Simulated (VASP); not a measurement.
Wanted: the native input for a VASP 6.6.1 run.

| Property | Result |
| --- | --- |
| Task | relaxation of cell and atoms |
| Functional | PBEsol |
| Potentials or basis | VASP PAW PBE potentials, release 64 (Ag) |
| Cutoff | 600 eV |
| k mesh | 34 × 34 × 34 |
| Occupations | gaussian, width 0.1 eV |
| Spin | no spin polarisation |
| Dipole correction | no |
| Further INCAR settings | ALGO = Fast; EDIFF = 1e-06; IBRION = 2; EDIFFG = -0.003; NSW = 80; ISIF = 3 |

The structure of Ag lies in POSCAR:

```
Ag
1.0
    0.0000000000      2.0450000000      2.0450000000
    2.0450000000      0.0000000000      2.0450000000
    2.0450000000      2.0450000000      0.0000000000
Ag
1
Direct
    0.0000000000      0.0000000000      0.0000000000
```

The input as run:

INCAR

```
SYSTEM = Ag
ALGO     = Fast           ! electronic algorithm
EDIFF    = 1E-6           ! SCF threshold, eV
EDIFFG   = -0.003         ! ionic threshold
ENCUT    = 600            ! plane-wave cutoff, eV
GGA      = PS             ! functional
IBRION   = 2              ! ionic algorithm
ISIF     = 3              ! what is computed and relaxed
ISMEAR   = 0              ! smearing method
LASPH    = .True.         ! aspherical terms in the spheres
LCHARG   = .False.        ! write CHGCAR
LREAL    = .False.        ! projectors in reciprocal space
LWAVE    = .False.        ! write WAVECAR
NELM     = 80             ! most SCF steps
NSW      = 80             ! ionic steps
PREC     = Accurate       ! precision mode
SIGMA    = 0.1            ! smearing width, eV
```

KPOINTS

```
k-points
0
Gamma
  34 34 34
  0 0 0
```

Potentials or basis: VASP PAW PBE potentials, release 64 (Ag).

Command:

```bash
$ cat potpaw_PBE.64/Ag/POTCAR > POTCAR
$ mpirun -np 1 vasp_std > vasp.out
```

It gave:

- Relaxed volume: 16.62 Å³/atom
- Relaxed cell: a = 2.864 Å, b = 2.864 Å, c = 2.864 Å, α = 60.00°, β = 60.00°, γ = 60.00°
- Space group after relaxing (to 0.05 Å): Fm-3m (No. 225)
- Energy gained by relaxing: 5.0 meV/atom
- Ionic steps: 14
- Pressure after relaxing: 0.0 GPa

Caveat: the PAW data sets were made with another functional, which shifts forces and pressure a little.

It took 5.8 min on 1 thread of Intel(R) Xeon(R) Platinum 8488C (Sapphire Rapids), with other jobs on the host, peak memory 0.36 GiB.
